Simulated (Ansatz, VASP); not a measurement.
# Two plane-wave programs on BaSb2H2

```xyz
5
Lattice="2.4567 4.2551 0.0000 -2.4567 4.2551 0.0000 0.0000 0.0000 5.3154" Properties=species:S:1:pos:R:3 pbc="T T T"
H    -0.0002    2.8369    0.6549
H     0.0002    5.6733    4.6605
Ba    0.0000    0.0000    0.0000
Sb   -0.0002    2.8369    2.4876
Sb    0.0002    5.6733    2.8278
```

Alike in both runs: task single point; functional HSE06; k mesh 3 × 3 × 2; occupations methfessel-paxton of order 1, width 0.013 eV; no spin polarisation.

|  | VASP | Ansatz |
| --- | --- | --- |
| version | VASP 6.6.1 | Ansatz 0.2.0 |
| potentials or method | VASP PAW PBE potentials, release 64 (H, Ba_sv, Sb), cutoff 520 eV | PAW plane waves |
| valence electrons in the cell | 22 | 42 |

```tsv
	VASP	Ansatz	Ansatz less VASP
pressure (GPa)	4.3	4.5	+0.17
traceless stress, the component that is largest in VASP (GPa)	-1.90	-2.14	-0.242
rms of the force components (eV/Å)	0.735	0.738	+0.0033
```

Atom by atom the forces differ by 0.006 eV/Å (rms over components). VASP's potentials hold 22 valence electrons a cell and Ansatz's 42, so a difference there can come from the potentials and not from the codes. Ansatz's warnings: filled band counts differ across k points, stress exchange threshold loose, stress scf threshold loose, structure snapped to symmetry.

The k mesh is coarse, so the values compare programs but aren't converged. Spin-orbit coupling is off throughout.
